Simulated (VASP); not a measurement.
Wanted: the native input for a VASP 6.6.1 run.

```
Task                   : single point
Functional             : PBEsol
Potentials or basis    : VASP PAW PBE potentials, release 64 (Zn, Se)
Cutoff                 : 520 eV
k mesh                 : 8 × 8 × 6
Occupations            : gaussian, width 0.05 eV
Spin                   : no spin polarisation
Dipole correction      : no
Further INCAR settings : ALGO = Normal; EDIFF = 1e-06; NBANDS = 26
```

The structure of ZnSe lies in POSCAR:

```
ZnSe
1.0
    3.9625030235      0.0000000000      0.0000000000
    0.0000000000      3.9625030235      0.0000000000
    0.0000000000      0.0000000000      5.4412877586
Zn Se
2 2
Direct
    0.0000000000      0.0000000000      0.0000000000
    0.5000000000      0.5000000000      0.0000000000
    0.0000000000      0.5000000000      0.3224306008
    0.5000000000      0.0000000000      0.6775693992
```

One way to write it, as run:

INCAR

```
SYSTEM = ZnSe
ALGO = Normal
EDIFF = 1E-6
ENCUT = 520
GGA = PS
ISIF = 2
ISMEAR = 0
LASPH = .TRUE.
LCHARG = .TRUE.
LELF = .TRUE.
LREAL = .FALSE.
LVHAR = .TRUE.
LWAVE = .FALSE.
NBANDS = 26
NELM = 100
PREC = Accurate
SIGMA = 0.05
```

KPOINTS

```
k-points
0
G
  8 8 6
  0 0 0
```

Potentials or basis: VASP PAW PBE potentials, release 64 (Zn, Se).

The run is started by

```console
$ cat potpaw_PBE.64/Zn/POTCAR potpaw_PBE.64/Se/POTCAR > POTCAR
$ mpirun -np 1 vasp_std > vasp.out
```

It gave:

```json
{"Pressure": "-5.5 GPa", "Largest force": "2.154 eV/Å", "Band gap on the k mesh": "0.61 eV, direct"}
```

Caveat: the PAW data sets were made with another functional, which shifts forces and pressure a little.

Wall time 47 s on 1 thread of Intel(R) Xeon(R) 6975P-C (Granite Rapids), on a shared host, peak memory 0.25 GiB.
